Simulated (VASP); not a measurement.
# AlN (P6_3mc) in VASP: notebook

Runs on AlN. Level: r2SCAN. Tasks: dielectric tensor.

Everything below comes from runs of VASP 6.6.1. Logs are shortened: lines on timing, memory, paths and dates and some standing lists are left out, and cuts for length are marked.

## Step 1: The cell of the first run

Symmetry: P6_3mc, No. 186, hexagonal system. Conventional cell: a = 3.107 Å, b = 3.107 Å, c = 4.979 Å, α = 90.00°, β = 90.00°, γ = 120.00°. Al (site symmetry 3m) has 4 N at 1.89 to 1.90 Å within 2.5 Å. N (site symmetry 3m) has 4 Al at 1.89 to 1.90 Å within 2.5 Å.

## Step 2: Dielectric tensor, r2SCAN

The input, INCAR:

```
SYSTEM = AlN
PREC = Accurate
ENCUT = 520
EDIFF = 1E-8
ISMEAR = 0
SIGMA = 0.01
LREAL = .False.
LASPH = .True.
NELM = 100
ALGO = Normal
ISIF = 2
LWAVE = .False.
LCHARG = .False.
METAGGA = R2SCAN
LMIXTAU = .True.
LCALCEPS = .True.
```

The input, KPOINTS:

```
Automatic mesh
0
Gamma
  9 9 4
  0 0 0
```

The input, POSCAR:

```
AlN
1.0
    3.1066937602      0.0000000000      0.0000000000
   -1.5533468801      2.6904757181      0.0000000000
    0.0000000000      0.0000000000      4.9785915519
Al N
2 2
Direct
    0.3333333333      0.6666666667     -0.0032954727
    0.6666666667      0.3333333333      0.4967045273
    0.3333333333      0.6666666667      0.3782954727
    0.6666666667      0.3333333333      0.8782954727
```

Potentials or basis: VASP PAW PBE potentials, release 64 (Al, N).

The run is started by

```
$ cat potpaw_PBE.64/Al/POTCAR potpaw_PBE.64/N/POTCAR > POTCAR
$ mpirun -np 1 vasp_std > vasp.out
```

OUTCAR:

```text
SYSTEM = AlN
   PREC = Accurate
   ENCUT = 520
   EDIFF = 1E-8
   ISMEAR = 0
   LREAL = .False.
   LASPH = .True.
   NELM = 100
   ISIF = 2
   METAGGA = R2SCAN

 ion  position               nearest neighbor table
   1  0.333  0.667  0.997-   4 1.89   4 1.89   4 1.89   3 1.90   2 3.07   2 3.07   2 3.07   2 3.07
                             2 3.07   2 3.07
   2  0.667  0.333  0.497-   3 1.89   3 1.89   3 1.89   4 1.90   1 3.07   1 3.07   1 3.07   1 3.07
                             1 3.07   1 3.07
   3  0.333  0.667  0.378-   2 1.89   2 1.89   2 1.89   1 1.90
   4  0.667  0.333  0.878-   1 1.89   1 1.89   1 1.89   2 1.90

  LATTYP: Found a hexagonal cell.
 ALAT       =     3.1066937602
 C/A-ratio  =     1.6025369528

  Lattice vectors:

 A1 = (   3.1066937602,   0.0000000000,   0.0000000000)
 A2 = (  -1.5533468801,   2.6904757181,   0.0000000000)
 A3 = (   0.0000000000,   0.0000000000,   4.9785915519)

Analysis of symmetry for initial positions (statically):
=====================================================================
 Subroutine PRICEL returns:
 Original cell was already a primitive cell.

 Routine SETGRP: Setting up the symmetry group for a
 hexagonal supercell.

 Subroutine GETGRP returns: Found 12 space group operations
 (whereof  6 operations were pure point group operations)
 out of a pool of 24 trial point group operations.

The static configuration has the point symmetry C_3v.
 The point group associated with its full space group is C_6v.

Analysis of symmetry for dynamics (positions and initial velocities):
=====================================================================
 Subroutine PRICEL returns:
 Original cell was already a primitive cell.

 Routine SETGRP: Setting up the symmetry group for a
 hexagonal supercell.

 Subroutine GETGRP returns: Found 12 space group operations
 (whereof  6 operations were pure point group operations)
 out of a pool of 24 trial point group operations.

The dynamic configuration has the point symmetry C_3v.
 The point group associated with its full space group is C_6v.

 Subroutine INISYM returns: Found 12 space group operations
 (whereof  6 operations are pure point group operations),
 and found     1 'primitive' translations

----------------------------------------------------------------------------------------

                                     Primitive cell

  volume of cell :      41.6135

  direct lattice vectors                    reciprocal lattice vectors
     3.106693760  0.000000000  0.000000000     0.321885605  0.185840741  0.000000000
    -1.553346880  2.690475718  0.000000000     0.000000000  0.371681481  0.000000000
     0.000000000  0.000000000  4.978591552     0.000000000  0.000000000  0.200860020

  length of vectors
     3.106693760  3.106693760  4.978591552     0.371681481  0.371681481  0.200860020

  position of ions in fractional coordinates (direct lattice)
     0.333333333  0.666666667  0.996704527
     0.666666667  0.333333333  0.496704527
     0.333333333  0.666666667  0.378295473
     0.666666667  0.333333333  0.878295473

  ion indices of the primitive-cell ions
   primitive index   ion index
                 1           1
                 2           2
                 3           3
                 4           4

----------------------------------------------------------------------------------------

 KPOINTS: Automatic mesh

Automatic generation of k-mesh.
 Grid dimensions read from file:
 generate k-points for:    9    9    4

 Generating k-lattice:

  Cartesian coordinates                     Fractional coordinates (reciprocal lattice)
     0.035765067  0.020648971  0.000000000     0.111111111  0.000000000  0.000000000
     0.000000000  0.041297942  0.000000000     0.000000000  0.111111111  0.000000000
     0.000000000  0.000000000  0.050215005     0.000000000  0.000000000  0.250000000

  Length of vectors
     0.041297942  0.041297942  0.050215005

  Shift w.r.t. Gamma in fractional coordinates (k-lattice)
     0.000000000  0.000000000  0.000000000

 Subroutine IBZKPT returns following result:
 ===========================================

 Found     36 irreducible k-points:

 Following reciprocal coordinates:
            Coordinates               Weight
  0.000000  0.000000  0.000000      1.000000
  0.111111  0.000000  0.000000      6.000000
  0.222222 -0.000000  0.000000      6.000000
  0.333333  0.000000  0.000000      6.000000
  0.444444 -0.000000  0.000000      6.000000
  0.111111  0.111111  0.000000      6.000000
[... 16 lines left out ...]
  0.333333  0.222222  0.250000     24.000000
  0.333333  0.333333  0.250000      4.000000
 [... further k-points ...]
   k-points           NKPTS =     36   k-points in BZ     NKDIM =     36   number of bands    NBANDS=     12
   number of dos      NEDOS =    301   number of ions     NIONS =      4
   total plane-waves  NPLWV =  23040
   dimension x,y,z NGX =    24 NGY =   24 NGZ =   40
   dimension x,y,z NGXF=    48 NGYF=   48 NGZF=   80
   ions per type =               2   2
   NGX,Y,Z   is equivalent  to a cutoff of  12.84, 12.84, 13.36 a.u.
   NGXF,Y,Z  is equivalent  to a cutoff of  25.69, 25.69, 26.71 a.u.
 SYSTEM =  AlN
   PREC   = accura    normal or accurate (medium, high low for compatibility)
   ISTART =      0    job   : 0-new  1-cont  2-samecut
   ICHARG =      2    charge: 1-file 2-atom 10-const
   ISPIN  =      1    spin polarized calculation?
   LNONCOLLINEAR =      F non collinear calculations
   LSORBIT =      F    spin-orbit coupling
   LASPH  =      T    aspherical Exc in radial PAW
   ENCUT  =  520.0 eV  38.22 Ry    6.18 a.u.   5.78  5.78  9.26*2*pi/ulx,y,z
   NELM   =    100;   NELMIN=  2; NELMDL= -5     # of ELM steps
   EDIFF  = 0.1E-07   stopping-criterion for ELM
   LREAL  =      F    real-space projection
   EDIFFG = 0.1E-06   stopping-criterion for IOM
   NSW    =      0    number of steps for IOM
   IBRION =     -1    ionic relax: 0-MD 1-quasi-New 2-CG
   NFREE  =      0    steps in history (QN), initial steepest desc. (CG)
   ISIF   =      2    stress and relaxation
   ISYM   =      2    0-nonsym 1-usesym 2-fastsym
   POTIM  = 0.5000    time-step for ionic-motion
   TEBEG  =    0.0;   TEEND  =   0.0 temperature during run
   PSTRESS=    0.0 pullay stress
   NELECT =      16.0000    total number of electrons
   NUPDOWN=      -1.0000    fix difference up-down
   EMIN   =  10.00;   EMAX   =-10.00  energy-range for DOS
   EFERMI =   0.00;   METHOD = LEGACY
   ISMEAR =     0;   SIGMA  =   0.01  broadening in eV -4-tet -1-fermi 0-gaus
   EFERMI_NEDOS =   21; number of points for ismear=-14 and -15
   IALGO  =     38    algorithm
   IMIX   =      4    mixing-type and parameters
     AMIX     =   0.40;   BMIX     =  1.00
     AMIX_MAG =   1.60;   BMIX_MAG =  1.00
  volume/ion in A,a.u.               =      10.40        70.21
  Fermi-wavevector in a.u.,A,eV,Ry     =   1.190429  2.249585 19.281103  1.417121
  Thomas-Fermi vector in A             =   2.326514
   LORBIT       =      0    0 simple, 1 ext, 2 COOP (PROOUT), +10 PAW based schemes
   METAGGA = R2SCAN    functional components
   LHFCALC =     F    Hartree Fock is set to
   AEXX    =    0.0000 exact exchange contribution
   IVDW    =     0    specifies the selected vdW correction
   LEPSILON=     F    determine dielectric tensor
   LRPA    =     F    only Hartree local field effects (RPA)
   LRPA       =     F
 non-spin polarized calculation
 Gauss-broadening in eV      SIGMA  =   0.01
  energy-cutoff  :      520.00
  volume of cell :       41.61
 maximum number of plane-waves:      1152
 NGX is ok and might be reduce to    24
   NGX = 11   NGY = 11   NGZ = 19

 Total electronic dipole moment: p[elc]=(    -0.00000     0.00000    -0.29867 ) |e| Angst

 number of electron      15.9999997 magnetization

 Free energy of the ion-electron system (eV)
  ---------------------------------------------------
  ext. energy  EPLUGINS =         0.00000000
  ---------------------------------------------------
  free energy    TOTEN  =       -38.45378279 eV

  energy without entropy =      -38.45378279  energy(sigma->0) =      -38.45378279

 E-fermi :   5.9625     XC(G=0): -11.4166

 val. band max:        5.9178798147   @ k =   0.0000   0.0000   0.0000
 cond. band min:   10000.0000000000   @ k =   0.0000   0.0000   0.0000
 fundamental gap:   9994.0821201853
 Fermi energy:         5.9624914362

 k-point     1 :       0.0000    0.0000    0.0000
  band No.  band energies     occupation
      1     -10.0624      2.00000
      2      -7.9407      2.00000
      3      -0.1513      2.00000
      4       5.0336      2.00000
      5       5.0336      2.00000
      6       5.6943      2.00000
      7       5.6943      2.00000
      8       5.9179      2.00000
      9   10000.0000      0.00000
     10   10000.0000      0.00000
     11   10000.0000      0.00000
     12   10000.0000      0.00000

 k-point     2 :       0.1111    0.0000    0.0000
  band No.  band energies     occupation
      1      -9.9047      2.00000
      2      -7.8533      2.00000
      3       0.0396      2.00000
      4       4.3333      2.00000
      5       4.8326      2.00000
      6       5.0266      2.00000
      7       5.6670      2.00000
      8       5.8461      2.00000
      9   10000.0000      0.00000
     10   10000.0000      0.00000
     11   10000.0000      0.00000
     12   10000.0000      0.00000
[... 301 lines left out ...]
 k-point    23 :       0.3333    0.2222    0.2500
  band No.  band energies     occupation
      1      -7.8622      2.00000
      2      -7.4662      2.00000
      3       0.7907      2.00000
      4       1.3144      2.00000
      5       2.3096      2.00000
      6       3.4494      2.00000
      7       3.9555      2.00000
      8       4.8318      2.00000
      9   10000.0000      0.00000
     10   10000.0000      0.00000
     11   10000.0000      0.00000
     12   10000.0000      0.00000

 k-point    24 :       0.3333    0.3333    0.2500
  band No.  band energies     occupation
      1      -7.5690      2.00000
      2      -7.5690      2.00000
      3       1.2872      2.00000
      4       1.4508      2.00000
      5       1.4509      2.00000
      6       2.9123      2.00000
      7       4.4263      2.00000
      8       4.4263      2.00000
      9   10000.0000      0.00000
     10   10000.0000      0.00000
     11   10000.0000      0.00000
     12   10000.0000      0.00000

 [... further k-points ...]

------------------------ aborting loop because EDIFF is reached ----------------------------------------

            Ionic dipole moment: p[ion]=(     0.00000     0.00000    13.75675 ) |e| Angst

 Total electronic dipole moment: p[elc]=(    -0.00000    -0.00000    -0.29106 ) |e| Angst

 MACROSCOPIC STATIC DIELECTRIC TENSOR (including local field effects)
 ------------------------------------------------------
           4.123644    -0.000000     0.000000
           0.000000     4.123644     0.000000
           0.000000     0.000000     4.308804
 ------------------------------------------------------

 PIEZOELECTRIC TENSOR (including local field effects) (e Angst)
          XX          YY          ZZ          XY          YZ          ZX
  --------------------------------------------------------------------------------
  x    -0.00000     0.00000     0.00000    -0.00000     0.00000     0.85267
  y     0.00000     0.00000    -0.00000     0.00000     0.85267     0.00000
  z     0.65821     0.65821    -1.00029     0.00000     0.00000     0.00000

 PIEZOELECTRIC TENSOR (including local field effects) (C/m^2)
          XX          YY          ZZ          XY          YZ          ZX
  --------------------------------------------------------------------------------
  x    -0.00000     0.00000     0.00000    -0.00000     0.00000     0.32829
  y     0.00000     0.00000    -0.00000     0.00000     0.32829     0.00000
  z     0.25342     0.25342    -0.38513     0.00000     0.00000     0.00000

 BORN EFFECTIVE CHARGES (including local field effects) (in |e|, cummulative output)
 ---------------------------------------------------------------------------------
 ion    1
    1     2.49841     0.00000     0.00000
    2    -0.00000     2.49841     0.00000
    3     0.00000     0.00000     2.65374
 ion    2
    1     2.49841     0.00000     0.00000
    2    -0.00000     2.49841    -0.00000
    3    -0.00000     0.00000     2.65374
 ion    3
    1    -2.49841     0.00000     0.00000
    2     0.00000    -2.49841     0.00000
    3     0.00000     0.00000    -2.65374
 ion    4
    1    -2.49841     0.00000     0.00000
    2     0.00000    -2.49841     0.00000
    3     0.00000     0.00000    -2.65374

  FORCE on cell =-STRESS in cart. coord.  units (eV):
  Direction    XX          YY          ZZ          XY          YZ          ZX
  --------------------------------------------------------------------------------------
  -------------------------------------------------------------------------------------
  Total       -0.1026811     -0.1026811     -0.0976971      0.0000000     -0.0000000      0.0000000
  in kB       -3.9533665     -3.9533665     -3.7614759      0.0000000     -0.0000000      0.0000000
  external PRESSURE =      -3.8894030 kB  Pullay stress =       0.0000000 kB

 VOLUME and BASIS-vectors are now :
 -----------------------------------------------------------------------------
  energy-cutoff  :      520.00
  volume of cell :       41.61
      direct lattice vectors                 reciprocal lattice vectors
     3.106693760  0.000000000  0.000000000     0.321885605  0.185840741  0.000000000
    -1.553346880  2.690475718  0.000000000     0.000000000  0.371681481  0.000000000
     0.000000000  0.000000000  4.978591552     0.000000000  0.000000000  0.200860020

 POSITION                                       TOTAL-FORCE (eV/Angst)
 -----------------------------------------------------------------------------------
     -0.00000      1.79365      4.96218        -0.000000      0.000000     -0.002187
      1.55335      0.89683      2.47289         0.000000     -0.000000     -0.002187
     -0.00000      1.79365      1.88338         0.000000      0.000000      0.002187
      1.55335      0.89683      4.37267         0.000000      0.000000      0.002187
 -----------------------------------------------------------------------------------
    total drift:                               -0.000000     -0.000000     -0.017410

  FREE ENERGIE OF THE ION-ELECTRON SYSTEM (eV)
  ---------------------------------------------------
  free  energy   TOTEN  =       -38.4537827851 eV

  energy  without entropy=      -38.4537827851  energy(sigma->0) =      -38.45378279
```

It took 38 min on 1 thread of AMD EPYC 9R14 (Zen 4), shared host; peak memory 0.41 GiB.

What came out:

* Band gap on the k mesh: 4.92 eV
* Electronic dielectric tensor (diagonal): 4.12, 4.12, 4.31
* Born charges (mean of the diagonal): Al +2.55; N -2.55 e

Levels at points of the mesh, in eV from the valence-band top:
```tsv
k point	band 5	band 6	band 7	band 8	band 9	band 10	band 11	band 12
(0.00, 0.00, 0.00)	-0.88	-0.22	-0.22	0.00	4.92	7.54	11.62	12.04
(0.00, 0.00, 0.50)	-0.56	-0.56	-0.56	-0.56	7.26	7.26	11.32	11.32
```

Electronic dielectric tensor:
```
4.12 0.00 0.00
0.00 4.12 0.00
0.00 0.00 4.31
```

Born effective charge tensors (e):
atom 1, Al
```
2.50 0.00 0.00
0.00 2.50 0.00
0.00 0.00 2.65
```
atom 2, Al
```
2.50 0.00 0.00
0.00 2.50 0.00
0.00 0.00 2.65
```
atom 3, N
```
-2.50  0.00  0.00
 0.00 -2.50  0.00
 0.00  0.00 -2.65
```
atom 4, N
```
-2.50  0.00  0.00
 0.00 -2.50  0.00
 0.00  0.00 -2.65
```

Dipole moments of the cell (e·Å, modulo the quantum): ionic 0.000, 0.000, 13.757; electronic 0.000, 0.000, -0.291

Caveat: the PAW data sets were made with another functional, which shifts forces and pressure a little.

(Part 1 of 2 ends here.)

The gap in the log of VASP goes by the Fermi energy; the results here count the filled bands.